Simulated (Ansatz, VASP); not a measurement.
Two plane-wave programs on Co

File INCAR:

```
  PREC = Accurate
  ENCUT = 520
  EDIFF = 1E-6
  ISMEAR = -1
  SIGMA = 0.05
  LREAL = F
  LASPH = T
  NELM = 150
  ALGO = Normal
  ISIF = 2
  LWAVE = F
  LCHARG = F
  ISPIN = 2
  MAGMOM = 1.782
  LORBIT = 11
  LMAXMIX = 4
  GGA = PS
  NBANDS = 14
```

KPOINTS

```
Automatic mesh
0
Gamma
  18 18 18
```

Contents of POSCAR:

```
Co
1.0
   -1.3828181581      1.3828181581      1.3828181581
    1.3828181581     -1.3828181581      1.3828181581
    1.3828181581      1.3828181581     -1.3828181581
Co
1
Direct
    0.0000000000      0.0000000000      0.0000000000
```

Input for Ansatz:

```yaml
crystal:
  lattice:
    - [-1.3828181581, 1.3828181581, 1.3828181581]
    - [1.3828181581, -1.3828181581, 1.3828181581]
    - [1.3828181581, 1.3828181581, -1.3828181581]
  atoms:
    - { symbol: Co, position: [0.0, 0.0, 0.0], spin: 1.782 }
hamiltonian:
  xc: pbesol
  pseudopotentials:
    kind: paw
    azcp:
      Co: "pseudopotentials/Co.paw.azcp"
basis:
  ecutwfc: 420
  fft_grid_basis: typed
kpoints:
  mp_grid: { grid: [18, 18, 18], shift: [0, 0, 0] }
magnetization:
  spin_polarized: true
scf:
  occupations: { method: fermi_dirac, width: 0.05 }
  lower_state_search: "off"
output:
  stress: true
```

Alike in both runs: task single point; functional PBEsol; k mesh 18 × 18 × 18; occupations fermi-dirac, width 0.05 eV; collinear spin.

```csv
,VASP,Ansatz
version,VASP 6.6.1,Ansatz 0.2.0
potentials or method,"VASP PAW PBE potentials, release 64 (Co), cutoff 520 eV","plane waves (420 eV) with PAW, scalar-relativistic"
valence electrons in the cell,9,17
```

|  | VASP | Ansatz | Ansatz less VASP |
| --- | --- | --- | --- |
| pressure (GPa) | -0.9 | 0.0 | +0.90 |
| net moment per atom (μB) | 1.69 | 1.70 | +0.007 |
| size of the moment on the site where the two differ most (μB) | 1.70 | 1.75 | +0.053 |

VASP's potentials were made for PBE, not for PBEsol, and Ansatz warns of the same on its side. Site moments also hang on the region over which each program counts them. VASP's potentials hold 9 valence electrons a cell and Ansatz's 17, so a difference there can come from the potentials and not from the codes.
